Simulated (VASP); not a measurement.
Crystal: SbPt.

```xyz
4
Lattice="4.1200 0.0000 0.0000 -2.0600 3.5680 0.0000 0.0000 0.0000 5.4700" Properties=species:S:1:pos:R:3 pbc="T T T"
Sb    0.0000    2.3787    1.3675
Sb    2.0600    1.1893    4.1025
Pt    0.0000    0.0000    0.0000
Pt    0.0000    0.0000    2.7350
```

- Program: VASP 6.6.1
- Task: relaxation of cell and atoms
- Functional: PBEsol
- Potentials or basis: VASP PAW PBE potentials, release 64 (Sb, Pt)
- Cutoff: 600 eV
- k mesh: 10 × 10 × 8
- Occupations: fermi-dirac, width 0.1 eV
- Spin: no spin polarisation

At the start: pressure 3.4 GPa; volume 20.10 Å³/atom.

**Question.** How do energy, volume and symmetry change on relaxing?

**Answer.** Over 14 steps the energy falls by 5.5 meV/atom and the volume is 20.58 Å³/atom (+2.4 %); space group P6_3/mmc (No. 194, to 0.1 Å) before and after.

Step by step:
```tsv
step	energy change (eV)	largest force (eV/Å)	pressure (GPa)	volume (Å³)
1	0.0000	0.0000	3.40	80.41
2	0.0304	0.0000	-4.98	85.48
3	-0.0200	0.0000	-0.09	82.32
4	-0.0217	0.0000	-0.06	82.32
5	-0.0218	0.0000	-0.03	82.32
6	-0.0218	0.0000	-0.03	82.32
7	-0.0218	0.0000	-0.04	82.32
8	-0.0218	0.0000	-0.03	82.32
9	-0.0218	0.0000	0.03	82.27
10	-0.0218	0.0000	0.03	82.30
11	-0.0218	0.0000	0.00	82.31
12	-0.0218	0.0000	-0.01	82.31
13	-0.0218	0.0000	0.00	82.31
14	-0.0218	0.0000	-0.01	82.31
```

Final structure:
```
Sb Pt
1.0
     4.16858    0.00000    0.00000
    -2.08429    3.61010    0.00000
     0.00000    0.00000    5.46953
Sb Pt
2 2
Direct
  0.33333 0.66667 0.25000
  0.66667 0.33333 0.75000
  0.00000 0.00000 0.00000
  0.00000 0.00000 0.50000
```

Caveat: the PAW data sets were made with another functional, which shifts forces and pressure a little.
